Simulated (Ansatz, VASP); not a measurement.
H: VASP beside Ansatz

The input POSCAR:

```
H
1.0
   -1.5498859267      1.5498859267      2.4519274668
    1.5498859267     -1.5498859267      2.4519274668
    1.5498859267      1.5498859267     -2.4519274668
H
2
Direct
    0.9098622900      0.9098622900      0.0000000000
    0.0901377100      0.0901377100      0.0000000000
```

File INCAR.step1:

```
SYSTEM = H
ALGO = Normal ; EDIFF = 1E-4
ENCUT = 520 ; GGA = PE
ISMEAR = 0 ; LASPH = .True.
LCHARG = .False. ; LREAL = .False.
LWAVE = .True. ; NBANDS = 8
NELM = 80 ; PREC = Accurate
SIGMA = 0.05
```

File INCAR.step2:

```
SYSTEM = H
ALGO = Normal ; EDIFF = 1E-7
ENCUT = 520 ; ISIF = 2
ISMEAR = 0 ; ISTART = 1
LASPH = .True. ; LCHARG = .False.
LMIXTAU = .True. ; LREAL = .False.
LWAVE = .False. ; METAGGA = R2SCAN
NBANDS = 8 ; NELM = 80
PREC = Accurate ; SIGMA = 0.05
```

KPOINTS

```
k-points
0
Gamma
  10 10 10
  0 0 0
```

Input for Ansatz:

```yaml
crystal:
  lattice:
    - [-1.5498859267, 1.5498859267, 2.4519274668]
    - [1.5498859267, -1.5498859267, 2.4519274668]
    - [1.5498859267, 1.5498859267, -2.4519274668]
  atoms:
    - { symbol: H, position: [0.90986229, 0.90986229, 0.0] }
    - { symbol: H, position: [0.09013771, 0.09013771, 0.0] }
basis:
  ecutwfc: 500
kpoints:
  mp_grid: { grid: [10, 10, 10] }
hamiltonian:
  xc: r2scan
scf:
  occupations: { method: gaussian, width: 0.05 }
output:
  forces: true
  stress: true
  eigenvalues: true
```

Alike in both runs: task single point; functional r2SCAN; k mesh 10 × 10 × 10; occupations gaussian, width 0.05 eV; no spin polarisation.

|  | VASP | Ansatz |
| --- | --- | --- |
| version | VASP 6.6.1 | Ansatz 0.2.0 |
| potentials or method | VASP PAW PBE potentials, release 64 (H), cutoff 520 eV | scalar-relativistic, plane waves, PAW |
| valence electrons in the cell | 2 | 2 |

|  | VASP | Ansatz | Ansatz less VASP |
| --- | --- | --- | --- |
| gap on the k mesh at the Fermi level (eV) | 7.55 | 7.55 | -0.007 |
| least direct gap on the mesh (eV) | 7.67 | 7.67 | -0.007 |
| pressure (GPa) | -6.6 | -6.5 | +0.11 |
| traceless stress, the component that is largest in VASP (GPa) | -13.65 | -13.77 | -0.113 |
| rms of the force components (eV/Å) | 1.925 | 1.938 | +0.0131 |

VASP's potentials were made for PBE, not for r2SCAN. Atom by atom the forces differ by 0.013 eV/Å (rms over components).
